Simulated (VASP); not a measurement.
# Mn (Pm-3m) in VASP: a series of runs

Runs on Mn. Level: LDA. Tasks: single point.

Program: VASP 6.6.1. These are calculated values, not measurements. Logs are shortened: lines on timing, memory, paths and dates and some standing lists are left out, and cuts for length are marked.

## (1) The cell of the first run

The structure is cubic, space group Pm-3m (No. 221). Conventional cell: a = 2.287 Å, b = 2.287 Å, c = 2.287 Å, α = 90.00°, β = 90.00°, γ = 90.00°. Within 3.0 Å of Mn (site symmetry m-3m) lie 6 Mn at 2.29 Å.

## (2) Single point, LDA, collinear spin, ferromagnetic start (volume scaled by 1.08)

INCAR reads:

```
PREC = Accurate ; ENCUT = 520
EDIFF = 1E-6 ; ISMEAR = -1
SIGMA = 0.05 ; LREAL = F
LASPH = T ; NELM = 150
ALGO = Normal ; ISIF = 2
LWAVE = F ; LCHARG = T
ISPIN = 2 ; MAGMOM = 3
LORBIT = 11 ; LMAXMIX = 4
GGA = CA ; LELF = T
LVHAR = T ; NBANDS = 16
```

KPOINTS reads:

```
regular mesh
0
Gamma
  16 16 16
```

POSCAR reads:

```
Mn
1.0
    2.2865620804      0.0000000000      0.0000000000
    0.0000000000      2.2865620804      0.0000000000
    0.0000000000      0.0000000000      2.2865620804
Mn
1
Direct
    0.0000000000      0.0000000000      0.0000000000
```

Potentials or basis: VASP PAW LDA potentials, release 64 (Mn_pv).

Run with:

```sh
cat potpaw_LDA.64/Mn_pv/POTCAR > POTCAR
mpirun -np 1 vasp_std > vasp.out
```

OUTCAR:

```text
PREC = Accurate
   ENCUT = 520
   EDIFF = 1E-6
   ISMEAR = -1
   LREAL = F
   LASPH = T
   NELM = 150
   ISIF = 2
   ISPIN = 2
   LORBIT = 11
   GGA = CA

 ion  position               nearest neighbor table
   1  0.000  0.000  0.000-

  LATTYP: Found a simple cubic cell.
 ALAT       =     2.2865620804

  Lattice vectors:

 A1 = (   2.2865620804,   0.0000000000,   0.0000000000)
 A2 = (   0.0000000000,   2.2865620804,   0.0000000000)
 A3 = (   0.0000000000,   0.0000000000,   2.2865620804)

Analysis of symmetry for initial positions (statically):
=====================================================================
 Subroutine PRICEL returns:
 Original cell was already a primitive cell.

 Routine SETGRP: Setting up the symmetry group for a
 simple cubic supercell.

 Subroutine GETGRP returns: Found 48 space group operations
 (whereof 48 operations were pure point group operations)
 out of a pool of 48 trial point group operations.

The static configuration has the point symmetry O_h .

Analysis of symmetry for dynamics (positions and initial velocities):
=====================================================================
 Subroutine PRICEL returns:
 Original cell was already a primitive cell.

 Routine SETGRP: Setting up the symmetry group for a
 simple cubic supercell.

 Subroutine GETGRP returns: Found 48 space group operations
 (whereof 48 operations were pure point group operations)
 out of a pool of 48 trial point group operations.

The dynamic configuration has the point symmetry O_h .

Analysis of structural, dynamic, and magnetic symmetry:
=====================================================================
 Subroutine PRICEL returns:
 Original cell was already a primitive cell.

 Routine SETGRP: Setting up the symmetry group for a
 simple cubic supercell.

 Subroutine GETGRP returns: Found 48 space group operations
 (whereof 48 operations were pure point group operations)
 out of a pool of 48 trial point group operations.

The overall configuration has the point symmetry O_h .

 Subroutine INISYM returns: Found 48 space group operations
 (whereof 48 operations are pure point group operations),
 and found     1 'primitive' translations

----------------------------------------------------------------------------------------

                                     Primitive cell

  volume of cell :      11.9550

  direct lattice vectors                    reciprocal lattice vectors
     2.286562080  0.000000000  0.000000000     0.437337787  0.000000000  0.000000000
     0.000000000  2.286562080  0.000000000     0.000000000  0.437337787  0.000000000
     0.000000000  0.000000000  2.286562080     0.000000000  0.000000000  0.437337787

  length of vectors
     2.286562080  2.286562080  2.286562080     0.437337787  0.437337787  0.437337787

  position of ions in fractional coordinates (direct lattice)
     0.000000000  0.000000000  0.000000000

  ion indices of the primitive-cell ions
   primitive index   ion index
                 1           1

----------------------------------------------------------------------------------------

 KPOINTS: regular mesh

Automatic generation of k-mesh.
 Grid dimensions read from file:
 generate k-points for:   16   16   16

 Generating k-lattice:

  Cartesian coordinates                     Fractional coordinates (reciprocal lattice)
     0.027333612  0.000000000  0.000000000     0.062500000  0.000000000  0.000000000
     0.000000000  0.027333612  0.000000000     0.000000000  0.062500000  0.000000000
     0.000000000  0.000000000  0.027333612     0.000000000  0.000000000  0.062500000

  Length of vectors
     0.027333612  0.027333612  0.027333612

  Shift w.r.t. Gamma in fractional coordinates (k-lattice)
     0.000000000  0.000000000  0.000000000

 Subroutine IBZKPT returns following result:
 ===========================================

 Found    165 irreducible k-points:

 Following reciprocal coordinates:
            Coordinates               Weight
  0.000000  0.000000  0.000000      1.000000
  0.062500  0.000000  0.000000      6.000000
  0.125000  0.000000  0.000000      6.000000
  0.187500  0.000000  0.000000      6.000000
  0.250000  0.000000  0.000000      6.000000
  0.312500  0.000000  0.000000      6.000000
[... 16 lines left out ...]
  0.437500  0.125000  0.000000     24.000000
  0.500000  0.125000  0.000000     12.000000
 [... further k-points ...]
   k-points           NKPTS =    165   k-points in BZ     NKDIM =    165   number of bands    NBANDS=     16
   number of dos      NEDOS =    301   number of ions     NIONS =      1
   total plane-waves  NPLWV =   5832
   dimension x,y,z NGX =    18 NGY =   18 NGZ =   18
   dimension x,y,z NGXF=    36 NGYF=   36 NGZF=   36
   ions per type =               1
   NGX,Y,Z   is equivalent  to a cutoff of  13.09, 13.09, 13.09 a.u.
   NGXF,Y,Z  is equivalent  to a cutoff of  26.17, 26.17, 26.17 a.u.
 SYSTEM =  unknown system
   PREC   = accura    normal or accurate (medium, high low for compatibility)
   ISTART =      0    job   : 0-new  1-cont  2-samecut
   ICHARG =      2    charge: 1-file 2-atom 10-const
   ISPIN  =      2    spin polarized calculation?
   LNONCOLLINEAR =      F non collinear calculations
   LSORBIT =      F    spin-orbit coupling
   LASPH  =      T    aspherical Exc in radial PAW
   ENCUT  =  520.0 eV  38.22 Ry    6.18 a.u.   4.25  4.25  4.25*2*pi/ulx,y,z
   NELM   =    150;   NELMIN=  2; NELMDL= -5     # of ELM steps
   EDIFF  = 0.1E-05   stopping-criterion for ELM
   LREAL  =      F    real-space projection
   EDIFFG = 0.1E-04   stopping-criterion for IOM
   NSW    =      0    number of steps for IOM
   IBRION =     -1    ionic relax: 0-MD 1-quasi-New 2-CG
   NFREE  =      0    steps in history (QN), initial steepest desc. (CG)
   ISIF   =      2    stress and relaxation
   ISYM   =      2    0-nonsym 1-usesym 2-fastsym
   POTIM  = 0.5000    time-step for ionic-motion
   TEBEG  =    0.0;   TEEND  =   0.0 temperature during run
   PSTRESS=    0.0 pullay stress
   NELECT =      13.0000    total number of electrons
   NUPDOWN=      -1.0000    fix difference up-down
   EMIN   =  10.00;   EMAX   =-10.00  energy-range for DOS
   EFERMI =   0.00;   METHOD = LEGACY
   ISMEAR =    -1;   SIGMA  =   0.05  broadening in eV -4-tet -1-fermi 0-gaus
   EFERMI_NEDOS =   21; number of points for ismear=-14 and -15
   IALGO  =     38    algorithm
   IMIX   =      4    mixing-type and parameters
     AMIX     =   0.40;   BMIX     =  1.00
     AMIX_MAG =   1.60;   BMIX_MAG =  1.00
  volume/ion in A,a.u.               =      11.95        80.68
  Fermi-wavevector in a.u.,A,eV,Ry     =   1.683474  3.181304 38.560041  2.834083
  Thomas-Fermi vector in A             =   2.766668
   LORBIT       =     11    0 simple, 1 ext, 2 COOP (PROOUT), +10 PAW based schemes
   GGA     = CA    functional components
   LHFCALC =     F    Hartree Fock is set to
   AEXX    =    0.0000 exact exchange contribution
   IVDW    =     0    specifies the selected vdW correction
   LEPSILON=     F    determine dielectric tensor
   LRPA    =     F    only Hartree local field effects (RPA)
 spin polarized calculation
  energy-cutoff  :      520.00
  volume of cell :       11.95
 maximum number of plane-waves:       341
 NGX is ok and might be reduce to    18
   NGX =  9   NGY =  9   NGZ =  9

 number of electron      13.0000020 magnetization       0.0173779

 Free energy of the ion-electron system (eV)
  ---------------------------------------------------
  ext. energy  EPLUGINS =         0.00000000
  ---------------------------------------------------
  free energy    TOTEN  =        -9.18791553 eV

  energy without entropy =       -9.17083374  energy(sigma->0) =       -9.17937464

 E-fermi :   9.1744     XC(G=0): -13.6016

 val. band max:        9.1651493118   @ k =   0.4375   0.4375   0.0625
 cond. band min:       9.1762531131   @ k =   0.5000   0.2500   0.0000
 fundamental gap:      0.0111038013
 Fermi energy:         9.1744310885

 spin component 1

 k-point     1 :       0.0000    0.0000    0.0000
  band No.  band energies     occupation
      1     -38.1144      1.00000
      2     -38.1144      1.00000
      3     -38.1144      1.00000
      4       1.2701      1.00000
      5       5.5373      1.00000
      6       5.5373      1.00000
[... 8 lines left out ...]
     15      37.7797      0.00000
     16      40.3442      0.00000

 k-point     2 :       0.0625    0.0000    0.0000
  band No.  band energies     occupation
      1     -38.1492      1.00000
      2     -38.1115      1.00000
      3     -38.1115      1.00000
      4       1.3980      1.00000
      5       5.5629      1.00000
      6       5.6231      1.00000
[... 8 lines left out ...]
     15      38.1845      0.00000
     16      40.5806      0.00000
[... 387 lines left out ...]
      5       6.5382      1.00000
      6       7.1498      1.00000
[... 8 lines left out ...]
     15      39.1957      0.00000
     16      41.1264      0.00000

 k-point    24 :       0.5000    0.1250    0.0000
  band No.  band energies     occupation
      1     -38.9807      1.00000
      2     -38.1621      1.00000
      3     -38.0254      1.00000
      4       5.9636      1.00000
      5       6.6615      1.00000
      6       6.9226      1.00000
[... 8 lines left out ...]
     15      39.2002      0.00000
     16      39.6792      0.00000

 [... further k-points ...]

 spin component 2

 k-point     1 :       0.0000    0.0000    0.0000
  band No.  band energies     occupation
      1     -38.0971      1.00000
      2     -38.0971      1.00000
      3     -38.0971      1.00000
      4       1.2742      1.00000
      5       5.5481      1.00000
      6       5.5481      1.00000
[... 8 lines left out ...]
     15      37.7925      0.00000
     16      40.3610      0.00000

 k-point     2 :       0.0625    0.0000    0.0000
  band No.  band energies     occupation
      1     -38.1320      1.00000
      2     -38.0942      1.00000
      3     -38.0942      1.00000
      4       1.4021      1.00000
      5       5.5737      1.00000
      6       5.6340      1.00000
[... 8 lines left out ...]
     15      38.2005      0.00000
     16      40.5945      0.00000
[... 387 lines left out ...]
      5       6.5493      1.00000
      6       7.1602      1.00000
[... 8 lines left out ...]
     15      39.2223      0.00000
     16      41.1321      0.00000

 k-point    24 :       0.5000    0.1250    0.0000
  band No.  band energies     occupation
      1     -38.9638      1.00000
      2     -38.1448      1.00000
      3     -38.0080      1.00000
      4       5.9725      1.00000
      5       6.6726      1.00000
      6       6.9323      1.00000
[... 8 lines left out ...]
     15      39.2269      0.00000
     16      39.6844      0.00000

 [... further k-points ...]

------------------------ aborting loop because EDIFF is reached ----------------------------------------

  FORCE on cell =-STRESS in cart. coord.  units (eV):
  Direction    XX          YY          ZZ          XY          YZ          ZX
  --------------------------------------------------------------------------------------
  -------------------------------------------------------------------------------------
  Total       -1.1958297     -1.1958297     -1.1958297     -0.0000000      0.0000000     -0.0000000
  in kB     -160.2621419   -160.2621419   -160.2621419     -0.0000000      0.0000000     -0.0000000
  external PRESSURE =    -160.2621419 kB  Pullay stress =       0.0000000 kB

 VOLUME and BASIS-vectors are now :
 -----------------------------------------------------------------------------
  energy-cutoff  :      520.00
  volume of cell :       11.95
      direct lattice vectors                 reciprocal lattice vectors
     2.286562080  0.000000000  0.000000000     0.437337787  0.000000000  0.000000000
     0.000000000  2.286562080  0.000000000     0.000000000  0.437337787  0.000000000
     0.000000000  0.000000000  2.286562080     0.000000000  0.000000000  0.437337787

 POSITION                                       TOTAL-FORCE (eV/Angst)
 -----------------------------------------------------------------------------------
      0.00000      0.00000      0.00000         0.000000      0.000000      0.000000
 -----------------------------------------------------------------------------------
    total drift:                               -0.000000      0.000000      0.000000

  FREE ENERGIE OF THE ION-ELECTRON SYSTEM (eV)
  ---------------------------------------------------
  free  energy   TOTEN  =        -9.1879155304 eV

  energy  without entropy=       -9.1708337406  energy(sigma->0) =       -9.17937464

 total charge

# of ion       s       p       d       tot
------------------------------------------
    1        0.421   6.305   5.283  12.009

 magnetization (x)

# of ion       s       p       d       tot
------------------------------------------
    1       -0.000   0.000   0.016   0.016
```

Run time: 40 s. Hardware: 1 thread of Intel Xeon Platinum 8488C (Sapphire Rapids), shared host; peak memory 0.15 GiB.

Results:

| Quantity | Value |
| --- | --- |
| Free energy | -9.1879 eV |
| Pressure | -16.0 GPa |
| Net moment | 0.02 μB per cell |
| Valence electrons inside the program's atomic spheres | Mn 12.01 |

Caveat: the starting moments collapsed, and a magnetic state may lie lower.

(Part 1 of 2 ends here.)
